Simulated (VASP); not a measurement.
# Cr (Im-3m) in VASP: a series of runs

Cr is run at these levels: PBE; tasks: electric field gradients.

Program: VASP 6.6.1. These are calculated values, not measurements. Logs are shortened: lines on timing, memory, paths and dates and some standing lists are left out, and cuts for length are marked.

**1. The cell of the first run**

It takes space group Im-3m (No. 229, cubic). Conventional cell: a = 2.826 Å, b = 2.826 Å, c = 2.826 Å, α = 90.00°, β = 90.00°, γ = 90.00°. Within 3.2 Å of Cr (site symmetry m-3m) lie 14 Cr at 2.45 to 2.83 Å.

**2. Electric field gradients, PBE, collinear spin, ferromagnetic start (volume scaled by 0.9405)**

INCAR

```
SYSTEM = Cr
PREC     = Accurate       ! precision mode
ENCUT    = 520            ! plane-wave cutoff, eV
EDIFF    = 1E-8           ! SCF threshold, eV
ISMEAR   = -1             ! smearing method
SIGMA    = 0.03           ! smearing width, eV
LREAL    = .False.        ! projectors in reciprocal space
LASPH    = .True.         ! aspherical terms in the spheres
NELM     = 150            ! most SCF steps
ALGO     = Normal         ! electronic algorithm
ISIF     = 2              ! what is computed and relaxed
LWAVE    = .False.        ! write WAVECAR
LCHARG   = .False.        ! write CHGCAR
ISPIN    = 2              ! spin polarisation
MAGMOM   = 3              ! initial moments
LORBIT   = 11             ! projections on sites
LMAXMIX  = 4              ! l up to which the mixer works
GGA      = PE             ! functional
LEFG     = .True.       
NBANDS   = 16             ! bands
```

KPOINTS

```
regular mesh
0
Gamma
  16 16 16
  0 0 0
```

POSCAR

```
Cr
1.0
   -1.4127645908      1.4127645908      1.4127645908
    1.4127645908     -1.4127645908      1.4127645908
    1.4127645908      1.4127645908     -1.4127645908
Cr
1
Direct
    0.0000000000      0.0000000000      0.0000000000
```

Potentials or basis: VASP PAW PBE potentials, release 64 (Cr_pv).

On the command line:

```bash
> cat potpaw_PBE.64/Cr_pv/POTCAR > POTCAR
> mpirun -np 1 vasp_std > vasp.out
```

OUTCAR:

```text
SYSTEM = Cr
   PREC = Accurate
   ENCUT = 520
   EDIFF = 1E-8
   ISMEAR = -1
   LREAL = .False.
   LASPH = .True.
   NELM = 150
   ISIF = 2
   ISPIN = 2
   LORBIT = 11
   GGA = PE

 ion  position               nearest neighbor table
   1  0.000  0.000  0.000-

  LATTYP: Found a body centered cubic cell.
 ALAT       =     2.8255291816

  Lattice vectors:

 A1 = (  -1.4127645908,   1.4127645908,   1.4127645908)
 A2 = (   1.4127645908,  -1.4127645908,   1.4127645908)
 A3 = (   1.4127645908,   1.4127645908,  -1.4127645908)

Analysis of symmetry for initial positions (statically):
=====================================================================
 Subroutine PRICEL returns:
 Original cell was already a primitive cell.

 Routine SETGRP: Setting up the symmetry group for a
 body centered cubic supercell.

 Subroutine GETGRP returns: Found 48 space group operations
 (whereof 48 operations were pure point group operations)
 out of a pool of 48 trial point group operations.

The static configuration has the point symmetry O_h .

Analysis of symmetry for dynamics (positions and initial velocities):
=====================================================================
 Subroutine PRICEL returns:
 Original cell was already a primitive cell.

 Routine SETGRP: Setting up the symmetry group for a
 body centered cubic supercell.

 Subroutine GETGRP returns: Found 48 space group operations
 (whereof 48 operations were pure point group operations)
 out of a pool of 48 trial point group operations.

The dynamic configuration has the point symmetry O_h .

Analysis of structural, dynamic, and magnetic symmetry:
=====================================================================
 Subroutine PRICEL returns:
 Original cell was already a primitive cell.

 Routine SETGRP: Setting up the symmetry group for a
 body centered cubic supercell.

 Subroutine GETGRP returns: Found 48 space group operations
 (whereof 48 operations were pure point group operations)
 out of a pool of 48 trial point group operations.

The overall configuration has the point symmetry O_h .

 Subroutine INISYM returns: Found 48 space group operations
 (whereof 48 operations are pure point group operations),
 and found     1 'primitive' translations

[... 140 lines left out ...]

 E-fermi :  11.2661     XC(G=0): -13.8139

 val. band max:       11.2660747378   @ k =  -0.2500   0.3125   0.1250
 cond. band min:      11.2734037004   @ k =  -0.1875   0.1875   0.1250
 fundamental gap:      0.0073289626
 Fermi energy:        11.2661468701

 spin component 1

 k-point     1 :       0.0000    0.0000    0.0000
  band No.  band energies     occupation
      1     -31.3873      1.00000
      2     -31.3873      1.00000
      3     -31.3873      1.00000
      4       3.3742      1.00000
      5      10.3669      1.00000
      6      10.3669      1.00000
[... 435 lines left out ...]
      5       9.0156      1.00000
      6       9.6390      1.00000
[... 8 lines left out ...]
     15      41.2242      0.00000
     16      45.6437      0.00000

 [... further k-points ...]

 spin component 2

 k-point     1 :       0.0000    0.0000    0.0000
  band No.  band energies     occupation
      1     -31.3873      1.00000
      2     -31.3873      1.00000
      3     -31.3873      1.00000
      4       3.3742      1.00000
      5      10.3669      1.00000
      6      10.3669      1.00000
[... 435 lines left out ...]
      5       9.0156      1.00000
      6       9.6390      1.00000
[... 8 lines left out ...]
     15      41.2242      0.00000
     16      45.6437      0.00000

 [... further k-points ...]
[... 5 lines left out ...]
  --------------------------------------------------------------------------------------
  -------------------------------------------------------------------------------------
  Total        0.4243732      0.4243732      0.4243732     -0.0000000     -0.0000000      0.0000000
  in kB       60.2822126     60.2822126     60.2822126     -0.0000000     -0.0000000      0.0000000
  external PRESSURE =      60.2822126 kB  Pullay stress =       0.0000000 kB

 VOLUME and BASIS-vectors are now :
 -----------------------------------------------------------------------------
  energy-cutoff  :      520.00
  volume of cell :       11.28
      direct lattice vectors                 reciprocal lattice vectors
    -1.412764591  1.412764591  1.412764591     0.000000000  0.353916005  0.353916005
     1.412764591 -1.412764591  1.412764591     0.353916005  0.000000000  0.353916005
     1.412764591  1.412764591 -1.412764591     0.353916005  0.353916005  0.000000000

 POSITION                                       TOTAL-FORCE (eV/Angst)
 -----------------------------------------------------------------------------------
      0.00000      0.00000      0.00000         0.000000      0.000000      0.000000
 -----------------------------------------------------------------------------------
    total drift:                                0.000000      0.000000      0.000000

  FREE ENERGIE OF THE ION-ELECTRON SYSTEM (eV)
  ---------------------------------------------------
  free  energy   TOTEN  =        -9.5138098979 eV

  energy  without entropy=       -9.5114849025  energy(sigma->0) =       -9.51264740

 Electric field gradients (V/A^2)
---------------------------------------------------------------------
 ion       V_xx      V_yy      V_zz      V_xy      V_xz      V_yz
---------------------------------------------------------------------
   1      -0.000     0.000    -0.000     0.000     0.000     0.000
---------------------------------------------------------------------

 Electric field gradients after diagonalization (V/A^2)
 (convention: |V_zz| > |V_xx| > |V_yy|)
----------------------------------------------------------------------
 ion       V_xx      V_yy      V_zz     asymmetry (V_yy - V_xx)/ V_zz
----------------------------------------------------------------------
   1      -0.000    -0.000     0.001       0.000
----------------------------------------------------------------------

           NMR quadrupolar parameters

 Cq : quadrupolar parameter    Cq=e*Q*V_zz/h
 eta: asymmetry parameters     (V_yy - V_xx)/ V_zz
 Q  : nuclear electric quadrupole moment in mb (millibarn)
----------------------------------------------------------------------
 ion       Cq(MHz)       eta       Q (mb)
----------------------------------------------------------------------
   1       0.000       0.000       1.000
----------------------------------------------------------------------

 total charge

# of ion       s       p       d       tot
------------------------------------------
    1        0.450   6.423   4.237  11.111

 magnetization (x)

# of ion       s       p       d       tot
------------------------------------------
    1       -0.000   0.000  -0.000  -0.000
```

OSZICAR:

```text
N       E                     dE             d eps       ncg     rms          rms(c)
DAV:   1     0.802541324158E+02    0.80254E+02   -0.61338E+03  9624   0.867E+02
DAV:   2    -0.814103628919E+01   -0.88395E+02   -0.84074E+02 10104   0.247E+02
DAV:   3    -0.961073670584E+01   -0.14697E+01   -0.14666E+01 10536   0.350E+01
DAV:   4    -0.961555762270E+01   -0.48209E-02   -0.48209E-02 10712   0.198E+00
DAV:   5    -0.961559052669E+01   -0.32904E-04   -0.32904E-04 10656   0.148E-01    0.188E+01
DAV:   6    -0.946812750198E+01    0.14746E+00   -0.19088E+00  9584   0.247E+01    0.403E+00
DAV:   7    -0.951265016664E+01   -0.44523E-01   -0.16503E-01  9808   0.299E+00    0.244E+00
DAV:   8    -0.951782805501E+01   -0.51779E-02   -0.69515E-03  9816   0.920E-01    0.916E-01
DAV:   9    -0.951350149443E+01    0.43266E-02   -0.19827E-03 10336   0.431E-01    0.282E-01
DAV:  10    -0.951379786504E+01   -0.29637E-03   -0.42685E-04 10000   0.170E-01    0.617E-02
DAV:  11    -0.951381425746E+01   -0.16392E-04   -0.15421E-05 11120   0.305E-02    0.233E-02
DAV:  12    -0.951381098498E+01    0.32725E-05   -0.23151E-06  9640   0.112E-02    0.645E-03
DAV:  13    -0.951380992474E+01    0.10602E-05   -0.82275E-07  9752   0.713E-03    0.287E-03
DAV:  14    -0.951380982998E+01    0.94753E-07   -0.27125E-08 10232   0.242E-03    0.664E-04
DAV:  15    -0.951380986456E+01   -0.34577E-07   -0.33341E-09  5528   0.529E-04    0.178E-04
DAV:  16    -0.951380988805E+01   -0.23495E-07   -0.79864E-10  4776   0.223E-04    0.819E-05
DAV:  17    -0.951380989794E+01   -0.98842E-08   -0.18500E-10  4728   0.113E-04
   1 F= -.95138099E+01 E0= -.95126474E+01  d E =-.232500E-02  mag=    -0.0000
```

Run time: 26 s. Hardware: 1 thread of Intel Xeon Platinum 8559C (Emerald Rapids), shared host; peak memory 0.15 GiB.

Results:

```yaml
Free_energy: -9.5138 eV
Pressure: 6.0 GPa
Band_gap_on_the_k_mesh: zero (filled and empty bands overlap)
Net_moment: 0.00 μB per cell
Valence_electrons_inside_the_program's_atomic_spheres: Cr 11.11
```

Caveat: the starting moments collapsed, and a magnetic state may lie lower; without QUAD_EFG the Cq values of the log hold for a quadrupole moment of 1 mb, not for the nuclei.

**3. Electric field gradients, PBE, collinear spin, ferromagnetic start (volume scaled by 0.97)**

INCAR

```
SYSTEM = Cr
PREC     = Accurate       ! precision mode
ENCUT    = 520            ! plane-wave cutoff, eV
EDIFF    = 1E-8           ! SCF threshold, eV
ISMEAR   = -1             ! smearing method
SIGMA    = 0.03           ! smearing width, eV
LREAL    = .FALSE.        ! projectors in reciprocal space
LASPH    = .TRUE.         ! aspherical terms in the spheres
NELM     = 150            ! most SCF steps
ALGO     = Normal         ! electronic algorithm
ISIF     = 2              ! what is computed and relaxed
LWAVE    = .FALSE.        ! write WAVECAR
LCHARG   = .FALSE.        ! write CHGCAR
ISPIN    = 2              ! spin polarisation
MAGMOM   = 3              ! initial moments
LORBIT   = 11             ! projections on sites
LMAXMIX  = 4              ! l up to which the mixer works
GGA      = PE             ! functional
LEFG     = .TRUE.       
NBANDS   = 16             ! bands
```

KPOINTS

```
Automatic mesh
0
G
  16 16 16
  0 0 0
```

POSCAR

```
Cr
1.0
   -1.4273838526      1.4273838526      1.4273838526
    1.4273838526     -1.4273838526      1.4273838526
    1.4273838526      1.4273838526     -1.4273838526
Cr
1
Direct
    0.0000000000      0.0000000000      0.0000000000
```

Potentials or basis: VASP PAW PBE potentials, release 64 (Cr_pv).

On the command line:

```bash
> cat potpaw_PBE.64/Cr_pv/POTCAR > POTCAR
> mpirun -np 1 vasp_std > vasp.out
```

OUTCAR:

```text
SYSTEM = Cr
   PREC = Accurate
   ENCUT = 520
   EDIFF = 1E-8
   ISMEAR = -1
   LREAL = .FALSE.
   LASPH = .TRUE.
   NELM = 150
   ISIF = 2
   ISPIN = 2
   LORBIT = 11
   GGA = PE

 ion  position               nearest neighbor table
   1  0.000  0.000  0.000-

  LATTYP: Found a body centered cubic cell.
 ALAT       =     2.8547677052

  Lattice vectors:

 A1 = (  -1.4273838526,   1.4273838526,   1.4273838526)
 A2 = (   1.4273838526,  -1.4273838526,   1.4273838526)
 A3 = (   1.4273838526,   1.4273838526,  -1.4273838526)

Analysis of symmetry for initial positions (statically):
[... 1145 lines left out ...]
---------------------------------------------------------------------
 ion       V_xx      V_yy      V_zz      V_xy      V_xz      V_yz
---------------------------------------------------------------------
   1      -0.000    -0.000    -0.000    -0.002    -0.002    -0.002
---------------------------------------------------------------------

 Electric field gradients after diagonalization (V/A^2)
 (convention: |V_zz| > |V_xx| > |V_yy|)
----------------------------------------------------------------------
 ion       V_xx      V_yy      V_zz     asymmetry (V_yy - V_xx)/ V_zz
----------------------------------------------------------------------
   1       0.002     0.002    -0.004       0.000
----------------------------------------------------------------------

           NMR quadrupolar parameters

 Cq : quadrupolar parameter    Cq=e*Q*V_zz/h
 eta: asymmetry parameters     (V_yy - V_xx)/ V_zz
 Q  : nuclear electric quadrupole moment in mb (millibarn)
----------------------------------------------------------------------
 ion       Cq(MHz)       eta       Q (mb)
----------------------------------------------------------------------
   1      -0.000       0.000       1.000
----------------------------------------------------------------------

 total charge

# of ion       s       p       d       tot
------------------------------------------
    1        0.439   6.403   4.200  11.042

 magnetization (x)

# of ion       s       p       d       tot
------------------------------------------
    1        0.000  -0.000   0.000   0.000
```

OSZICAR:

```text
N       E                     dE             d eps       ncg     rms          rms(c)
DAV:   1     0.812740100576E+02    0.81274E+02   -0.61854E+03  9480   0.863E+02
DAV:   2    -0.823139871420E+01   -0.89505E+02   -0.85186E+02 10160   0.246E+02
DAV:   3    -0.968509357316E+01   -0.14537E+01   -0.14509E+01 10440   0.347E+01
DAV:   4    -0.969000669259E+01   -0.49131E-02   -0.49130E-02 10968   0.200E+00
DAV:   5    -0.969004192688E+01   -0.35234E-04   -0.35235E-04 10560   0.153E-01    0.184E+01
DAV:   6    -0.946795876184E+01    0.22208E+00   -0.20463E+00  9544   0.253E+01    0.395E+00
DAV:   7    -0.951713980955E+01   -0.49181E-01   -0.17255E-01  9736   0.303E+00    0.234E+00
DAV:   8    -0.952169661179E+01   -0.45568E-02   -0.62767E-03  9944   0.908E-01    0.936E-01
DAV:   9    -0.951757972962E+01    0.41169E-02   -0.19065E-03 10200   0.445E-01    0.276E-01
DAV:  10    -0.951791431704E+01   -0.33459E-03   -0.36342E-04  9976   0.164E-01    0.565E-02
DAV:  11    -0.951793049471E+01   -0.16178E-04   -0.15061E-05 11072   0.285E-02    0.233E-02
DAV:  12    -0.951792744650E+01    0.30482E-05   -0.27294E-06  9728   0.119E-02    0.700E-03
DAV:  13    -0.951792593306E+01    0.15134E-05   -0.97567E-07  9728   0.735E-03    0.353E-03
DAV:  14    -0.951792589143E+01    0.41624E-07   -0.73201E-08 10072   0.377E-03    0.551E-04
DAV:  15    -0.951792592327E+01   -0.31838E-07   -0.62162E-09  7648   0.721E-04    0.196E-04
DAV:  16    -0.951792595164E+01   -0.28365E-07   -0.55883E-10  4752   0.217E-04    0.909E-05
DAV:  17    -0.951792595837E+01   -0.67337E-08   -0.22712E-10  4704   0.141E-04
   1 F= -.95179260E+01 E0= -.95168073E+01  d E =-.223732E-02  mag=    -0.0000
```

It took 28 s on 1 thread of Intel Xeon Platinum 8559C (Emerald Rapids), shared host; peak memory 0.15 GiB.

What came out:

```
Free energy                                           : -9.5179 eV
Pressure                                              : -2.2 GPa
Band gap on the k mesh                                : zero (filled and empty bands overlap)
Net moment                                            : 0.00 μB per cell
Valence electrons inside the program's atomic spheres : Cr 11.04
```

Levels at points of the mesh, in eV from the Fermi level:
Spin up:
| k point | band 2 | band 3 | band 4 | band 5 | band 6 | band 7 | band 8 | band 9 | band 10 | band 11 |
| --- | --- | --- | --- | --- | --- | --- | --- | --- | --- | --- |
| (0.00, 0.00, 0.00) | -42.70 | -42.70 | -7.79 | -0.86 | -0.86 | -0.86 | 1.17 | 1.17 | 7.14 | 22.29 |
| (0.50, 0.00, 0.00) | -42.98 | -42.71 | -4.35 | -2.39 | 1.14 | 1.17 | 1.51 | 2.84 | 7.13 | 9.88 |
| (0.50, 0.50, 0.50) | -43.31 | -43.31 | -4.22 | -4.22 | 2.46 | 2.46 | 2.46 | 7.13 | 10.59 | 10.59 |
Spin down:
```tsv
k point	band 3	band 4	band 5	band 6	band 7	band 8	band 9	band 10
(0.00, 0.00, 0.00)	-42.70	-7.79	-0.86	-0.86	-0.86	1.17	1.17	7.14
(0.50, 0.00, 0.00)	-42.71	-4.35	-2.39	1.14	1.17	1.51	2.84	7.13
(0.50, 0.50, 0.50)	-43.31	-4.22	-4.22	2.46	2.46	2.46	7.13	10.59
```

Caveat: the starting moments collapsed, and a magnetic state may lie lower; without QUAD_EFG the Cq values of the log hold for a quadrupole moment of 1 mb, not for the nuclei.

(Continued in part 2 of 3.)
